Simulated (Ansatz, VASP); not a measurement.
**One calculation of NaCl, two programs**

INCAR

```
SYSTEM = NaCl
  ALGO = Normal
  EDIFF = 1E-7
  EDIFFG = -0.002
  ENCUT = 500
  GGA = PE
  GGA_COMPAT = .FALSE.
  IBRION = 2
  ISIF = 3
  ISMEAR = 0
  LASPH = .TRUE.
  LCHARG = .FALSE.
  LREAL = .FALSE.
  LWAVE = .FALSE.
  NELM = 120
  NELMIN = 4
  NSW = 100
  PREC = Accurate
  SIGMA = 0.02
```

The input KPOINTS:

```
k-points
0
G
  8 8 8
  0 0 0
```

Contents of POSCAR:

```
NaCl
1.0
    0.0000000000      2.8000000000      2.8000000000
    2.8000000000      0.0000000000      2.8000000000
    2.8000000000      2.8000000000      0.0000000000
Na Cl
1 1
Direct
    0.0000000000      0.0000000000      0.0000000000
    0.5000000000      0.5000000000      0.5000000000
```

Input for Ansatz:

```yaml
crystal:
  lattice:
    - [0.0, 2.8, 2.8]
    - [2.8, 0.0, 2.8]
    - [2.8, 2.8, 0.0]
  atoms:
    - { symbol: Na, position: [0.0, 0.0, 0.0] }
    - { symbol: Cl, position: [0.5, 0.5, 0.5] }
basis:
  ecutwfc: 420
kpoints:
  mp_grid: { grid: [8, 8, 8] }
hamiltonian:
  xc: pbe
  pseudopotentials: { kind: paw, azcp: { folder: soft_1 } }
scf:
  occupations: { method: gaussian, width: 0.02 }
output:
  forces: true
  stress: true
  eigenvalues: true
relax:
  adjacent_minimum: "off"
  f_tol: 0.002
  max_steps: 80
  cell: { stress_tol: 0.02 }
```

Alike in both runs: task relaxation of cell and atoms; functional PBE; k mesh 8 × 8 × 8; occupations gaussian, width 0.02 eV; no spin polarisation.

|  | VASP | Ansatz |
| --- | --- | --- |
| version | VASP 6.6.1 | Ansatz 0.2.0 |
| potentials or method | VASP PAW PBE potentials, release 64 (Na_pv, Cl), cutoff 500 eV | scalar-relativistic, plane waves, PAW |
| valence electrons in the cell | 14 | 16 |

|  | VASP | Ansatz | Ansatz less VASP |
| --- | --- | --- | --- |
| gap on the k mesh at the Fermi level, each at its own relaxed structure (eV) | 5.01 | 5.00 | -0.011 |
| relaxed volume (Å³/atom) | 23.02 | 23.10 | +0.078 |
| relaxed cell length with the largest relative difference (Å) | 4.023 | 4.028 | +0.0046 |

VASP's potentials hold 14 valence electrons a cell and Ansatz's 16, so a difference there can come from the potentials and not from the codes.
